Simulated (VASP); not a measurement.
# Na4AlO (P4/mcc) in VASP: relaxation of cell and atoms with PBE

Aim: the relaxation of cell and atoms of Na4AlO with PBE.

All numbers are computed with VASP 6.6.1; they aren't measurements. Logs are shortened: lines on timing, memory, paths and dates and some standing lists are left out, and cuts for length are marked.

## Step 1: The cell of the first run

The structure is tetragonal, space group P4/mcc (No. 124). Conventional cell: a = 6.280 Å, b = 6.280 Å, c = 5.130 Å, α = 90.00°, β = 90.00°, γ = 90.00°. Within 3.5 Å of Na (site symmetry m) lie 2 O at 2.69 Å and 2 Al at 2.69 Å and 11 Na at 2.84 to 3.34 Å. Within 3.4 Å of Al (site symmetry 422) lie 2 Al at 2.56 to 2.57 Å and 8 Na at 2.69 Å. O (site symmetry 422) has 2 O at 2.56 to 2.57 Å and 8 Na at 2.69 Å within 3.4 Å.

## Step 2: Relaxation of cell and atoms, PBE

File INCAR:

```
SYSTEM = Na4AlO
ALGO = Normal
EDIFF = 1E-7
EDIFFG = -0.08
ENCUT = 1130
GGA = PE
GGA_COMPAT = .FALSE.
IBRION = 2
ISIF = 3
ISMEAR = 0
LASPH = .TRUE.
LCHARG = .FALSE.
LREAL = .FALSE.
LWAVE = .FALSE.
NELM = 120
NELMIN = 4
NSW = 36
PREC = Accurate
SIGMA = 0.2
```

File KPOINTS:

```
k-points
0
G
  3 3 3
  0 0 0
```

File POSCAR:

```
Na4AlO
1.0
    6.2800000000      0.0000000000      0.0000000000
    0.0000000000      6.2800000000      0.0000000000
    0.0000000000      0.0000000000      5.1300000000
Na Al O
8 2 2
Direct
    0.8400000000      0.3400000000      0.0000000000
    0.1600000000      0.6600000000      0.0000000000
    0.3400000000      0.1600000000      0.0000000000
    0.1600000000      0.3400000000      0.5000000000
    0.8400000000      0.6600000000      0.5000000000
    0.6600000000      0.8400000000      0.0000000000
    0.6600000000      0.1600000000      0.5000000000
    0.3400000000      0.8400000000      0.5000000000
    0.0000000000      0.0000000000      0.7500000000
    0.0000000000      0.0000000000      0.2500000000
    0.5000000000      0.5000000000      0.7500000000
    0.5000000000      0.5000000000      0.2500000000
```

Potentials or basis: VASP PAW PBE potentials, release 64 (Na_sv, Al, O).

The run is started by

```
cat potpaw_PBE.64/Na_sv/POTCAR potpaw_PBE.64/Al/POTCAR potpaw_PBE.64/O/POTCAR > POTCAR
mpirun -np 1 vasp_std > vasp.out
```

OUTCAR:

```text
SYSTEM = Na4AlO
   EDIFF = 1E-7
   EDIFFG = -0.08
   ENCUT = 1130
   GGA = PE
   IBRION = 2
   ISIF = 3
   ISMEAR = 0
   LASPH = .TRUE.
   LREAL = .FALSE.
   NELM = 120
   NELMIN = 4
   NSW = 36
   PREC = Accurate

 ion  position               nearest neighbor table
   1  0.840  0.340  0.000-
   2  0.160  0.660  0.000-
   3  0.340  0.160  0.000-
   4  0.160  0.340  0.500-
   5  0.840  0.660  0.500-
   6  0.660  0.840  0.000-
   7  0.660  0.160  0.500-
   8  0.340  0.840  0.500-
   9  0.000  0.000  0.750-  10 2.56  10 2.56
  10  0.000  0.000  0.250-   9 2.56   9 2.56
  11  0.500  0.500  0.750-
  12  0.500  0.500  0.250-

  LATTYP: Found a simple tetragonal cell.
 ALAT       =     6.2800000000
 C/A-ratio  =     0.8168789809

  Lattice vectors:

 A1 = (   6.2800000000,   0.0000000000,   0.0000000000)
 A2 = (   0.0000000000,   6.2800000000,   0.0000000000)
 A3 = (   0.0000000000,   0.0000000000,   5.1300000000)

Analysis of symmetry for initial positions (statically):
=====================================================================
 Subroutine PRICEL returns:
 Original cell was already a primitive cell.

 Routine SETGRP: Setting up the symmetry group for a
 simple tetragonal supercell.

 Subroutine GETGRP returns: Found 16 space group operations
 (whereof  8 operations were pure point group operations)
 out of a pool of 16 trial point group operations.

The static configuration has the point symmetry C_4h.
 The point group associated with its full space group is D_4h.

Analysis of symmetry for dynamics (positions and initial velocities):
=====================================================================
 Subroutine PRICEL returns:
 Original cell was already a primitive cell.

 Routine SETGRP: Setting up the symmetry group for a
 simple tetragonal supercell.

 Subroutine GETGRP returns: Found 16 space group operations
 (whereof  8 operations were pure point group operations)
 out of a pool of 16 trial point group operations.

The dynamic configuration has the point symmetry C_4h.
 The point group associated with its full space group is D_4h.

 Subroutine INISYM returns: Found 16 space group operations
 (whereof  8 operations are pure point group operations),
 and found     1 'primitive' translations

----------------------------------------------------------------------------------------

                                     Primitive cell

  volume of cell :     202.3190

  direct lattice vectors                    reciprocal lattice vectors
     6.280000000  0.000000000  0.000000000     0.159235669  0.000000000  0.000000000
[... 86 lines left out ...]
   NELM   =    120;   NELMIN=  4; NELMDL= -5     # of ELM steps
   EDIFF  = 0.1E-06   stopping-criterion for ELM
   LREAL  =      F    real-space projection
   EDIFFG = -.8E-01   stopping-criterion for IOM
   NSW    =     36    number of steps for IOM
   IBRION =      2    ionic relax: 0-MD 1-quasi-New 2-CG
   NFREE  =      1    steps in history (QN), initial steepest desc. (CG)
   ISIF   =      3    stress and relaxation
   ISYM   =      2    0-nonsym 1-usesym 2-fastsym
   POTIM  = 0.5000    time-step for ionic-motion
   TEBEG  =    0.0;   TEEND  =   0.0 temperature during run
   PSTRESS=    0.0 pullay stress
   NELECT =      90.0000    total number of electrons
   NUPDOWN=      -1.0000    fix difference up-down
   EMIN   =  10.00;   EMAX   =-10.00  energy-range for DOS
   EFERMI =   0.00;   METHOD = LEGACY
   ISMEAR =     0;   SIGMA  =   0.20  broadening in eV -4-tet -1-fermi 0-gaus
   EFERMI_NEDOS =   21; number of points for ismear=-14 and -15
   IALGO  =     38    algorithm
   IMIX   =      4    mixing-type and parameters
     AMIX     =   0.40;   BMIX     =  1.00
     AMIX_MAG =   1.60;   BMIX_MAG =  1.00
  volume/ion in A,a.u.               =      16.86       113.78
  Fermi-wavevector in a.u.,A,eV,Ry     =   1.249713  2.361614 21.249325  1.561781
  Thomas-Fermi vector in A             =   2.383740
   LORBIT       =      0    0 simple, 1 ext, 2 COOP (PROOUT), +10 PAW based schemes
   GGA     = PE    functional components
   LHFCALC =     F    Hartree Fock is set to
   AEXX    =    0.0000 exact exchange contribution
   IVDW    =     0    specifies the selected vdW correction
   LEPSILON=     F    determine dielectric tensor
   LRPA    =     F    only Hartree local field effects (RPA)
 conjugate gradient relaxation of ions
 non-spin polarized calculation
 Gauss-broadening in eV      SIGMA  =   0.20
  energy-cutoff  :     1130.00
  volume of cell :      202.32
 maximum number of plane-waves:     17476
 NGX is ok and might be reduce to    70
   NGX = 35   NGY = 35   NGZ = 29

--------------------------------------- Ionic step        1  -------------------------------------------

 number of electron      89.9999992 magnetization

 Free energy of the ion-electron system (eV)
  ---------------------------------------------------
  ext. energy  EPLUGINS =         0.00000000
  ---------------------------------------------------
  free energy    TOTEN  =       -26.47715273 eV

  energy without entropy =      -26.38119296  energy(sigma->0) =      -26.42917284

 E-fermi :   3.4740     XC(G=0):  -8.8286

 val. band max:        3.4575834793   @ k =   0.3333   0.0000   0.0000
 cond. band min:       3.6735227499   @ k =   0.3333   0.0000   0.3333
 fundamental gap:      0.2159392705
 Fermi energy:         3.4739935420

 k-point     1 :       0.0000    0.0000    0.0000
  band No.  band energies     occupation
      1     -48.8364      2.00000
      2     -48.8211      2.00000
      3     -48.8193      2.00000
      4     -48.8174      2.00000
      5     -48.8174      2.00000
      6     -48.8168      2.00000
[... 462 lines left out ...]
  FREE ENERGIE OF THE ION-ELECTRON SYSTEM (eV)
  ---------------------------------------------------
  free  energy   TOTEN  =       -30.7405719047 eV

  energy  without entropy=      -30.6285145072  energy(sigma->0) =      -30.68454321

[... ionic steps 4 to 8 ...]

--------------------------------------- Ionic step        9  -------------------------------------------

 number of electron      89.9999981 magnetization

------------------------ aborting loop because EDIFF is reached ----------------------------------------
[... 87 lines left out ...]
--------------------------------------- Ionic step       11  -------------------------------------------

 number of electron      89.9999978 magnetization

 Free energy of the ion-electron system (eV)
  ---------------------------------------------------
  ext. energy  EPLUGINS =         0.00000000
  ---------------------------------------------------
  free energy    TOTEN  =       -32.95988840 eV

  energy without entropy =      -32.88784225  energy(sigma->0) =      -32.92386532

 E-fermi :   2.2482     XC(G=0):  -8.0160

 val. band max:        2.1546736475   @ k =   0.3333   0.3333   0.3333
 cond. band min:       2.2583360934   @ k =   0.0000   0.0000   0.0000
 fundamental gap:      0.1036624459
 Fermi energy:         2.2482137468

 k-point     1 :       0.0000    0.0000    0.0000
  band No.  band energies     occupation
      1     -49.9093      2.00000
      2     -49.9021      2.00000
      3     -49.8840      2.00000
      4     -49.8840      2.00000
      5     -49.8792      2.00000
      6     -49.8792      2.00000
[... 370 lines left out ...]
  FREE ENERGIE OF THE ION-ELECTRON SYSTEM (eV)
  ---------------------------------------------------
  free  energy   TOTEN  =       -32.9598883957 eV

  energy  without entropy=      -32.8878422483  energy(sigma->0) =      -32.92386532

 reached required accuracy - stopping structural energy minimisation
```

CONTCAR:

```text
Na4AlO
   1.00000000000000
     6.4923054386468175    0.0000000000000000    0.0000000000000000
     0.0000000000000000    6.4923054386468175    0.0000000000000000
     0.0000000000000000   -0.0000000000000000    5.9607522709402376
  Na              Al              O
     8     2     2
Direct
     0.7632893757067007    0.3838524610173192    0.0000000000000000
     0.2367106242932992    0.6161475389826807    0.0000000000000000
     0.3838524610173192    0.2367106242932992    0.0000000000000000
     0.2367106242932992    0.3838524610173192    0.5000000000000000
     0.7632893757067007    0.6161475389826807    0.5000000000000000
     0.6161475389826807    0.7632893757067007    0.0000000000000000
     0.6161475389826807    0.2367106242932992    0.5000000000000000
     0.3838524610173192    0.7632893757067007    0.5000000000000000
     0.0000000000000000    0.0000000000000000    0.7500000000000000
     0.0000000000000000    0.0000000000000000    0.2500000000000000
     0.5000000000000000    0.5000000000000000    0.7500000000000000
     0.5000000000000000    0.5000000000000000    0.2500000000000000

  0.00000000E+00  0.00000000E+00  0.00000000E+00
  0.00000000E+00  0.00000000E+00  0.00000000E+00
  0.00000000E+00  0.00000000E+00  0.00000000E+00
  0.00000000E+00  0.00000000E+00  0.00000000E+00
  0.00000000E+00  0.00000000E+00  0.00000000E+00
  0.00000000E+00  0.00000000E+00  0.00000000E+00
  0.00000000E+00  0.00000000E+00  0.00000000E+00
  0.00000000E+00  0.00000000E+00  0.00000000E+00
  0.00000000E+00  0.00000000E+00  0.00000000E+00
  0.00000000E+00  0.00000000E+00  0.00000000E+00
  0.00000000E+00  0.00000000E+00  0.00000000E+00
  0.00000000E+00  0.00000000E+00  0.00000000E+00
```

It took 67 min on 1 thread of Intel Xeon Platinum 8259CL at 2.50GHz (Skylake/Cascade Lake), shared host; peak memory 0.74 GiB.

Results:

| Item | Value |
| --- | --- |
| Free energy | -32.9599 eV |
| Relaxed volume | 20.94 Å³/atom |
| Relaxed cell | a = 6.492 Å, b = 6.492 Å, c = 5.961 Å, α = 90.00°, β = 90.00°, γ = 90.00° |
| Space group after relaxing (to 0.1 Å) | P4/mcc (No. 124) |
| Energy gained by relaxing | 540.2 meV/atom |
| Ionic steps | 11 |
| Pressure after relaxing | 0.3 GPa |
| Largest force after relaxing | 0.070 eV/Å |
| Band gap on the k mesh | zero (bands 45 and 46 overlap by 0.58 eV) |

Forces in eV/Å, atoms in the order of the input:
```
Na   0.046 -0.053  0.000
Na  -0.046  0.053  0.000
Na  -0.053 -0.046  0.000
Na  -0.046 -0.053  0.000
Na   0.046  0.053  0.000
Na   0.053  0.046  0.000
Na   0.053 -0.046  0.000
Na  -0.053  0.046  0.000
Al   0.000  0.000  0.000
Al   0.000  0.000  0.000
O    0.000  0.000  0.000
O    0.000  0.000  0.000
```

The path:
```csv
step,energy change (eV),largest force (eV/Å),pressure (GPa),volume (Å³)
1,0.0000,2.4755,11.88,202.32
2,-3.3846,1.5057,1.39,241.14
3,-4.2634,0.9379,-3.57,298.69
4,-4.2876,0.9925,-3.16,288.93
5,-5.1635,0.8837,-2.70,276.05
6,-6.4139,0.0824,1.73,239.36
7,-6.4304,0.2251,0.43,245.84
8,-6.4438,0.1178,0.90,243.27
9,-6.4428,0.0782,1.08,242.41
10,-6.4800,0.0366,0.51,248.88
11,-6.4827,0.0701,0.33,251.25
```

Final structure:
```yaml
crystal:
  lattice:
    - [6.49231, 0.00000, 0.00000]
    - [0.00000, 6.49231, 0.00000]
    - [0.00000, 0.00000, 5.96075]
  atoms:
    - { symbol: Na, position: [0.76329, 0.38385, 0.00000] }
    - { symbol: Na, position: [0.23671, 0.61615, 0.00000] }
    - { symbol: Na, position: [0.38385, 0.23671, 0.00000] }
    - { symbol: Na, position: [0.23671, 0.38385, 0.50000] }
    - { symbol: Na, position: [0.76329, 0.61615, 0.50000] }
    - { symbol: Na, position: [0.61615, 0.76329, 0.00000] }
    - { symbol: Na, position: [0.61615, 0.23671, 0.50000] }
    - { symbol: Na, position: [0.38385, 0.76329, 0.50000] }
    - { symbol: Al, position: [0.00000, 0.00000, 0.75000] }
    - { symbol: Al, position: [0.00000, 0.00000, 0.25000] }
    - { symbol: O, position: [0.50000, 0.50000, 0.75000] }
    - { symbol: O, position: [0.50000, 0.50000, 0.25000] }
```

Caveat: the k points lie up to 0.35 Å⁻¹ apart in the final cell, too coarse for converged energies and pressures of a metal; the volume moved by over 15 % at a fixed basis, so the end points are rough; the relaxation stopped at a loose force limit of 0.08 eV/Å, so its end isn't a converged minimum.

The gap in the log of VASP goes by the Fermi energy; the results here count the filled bands.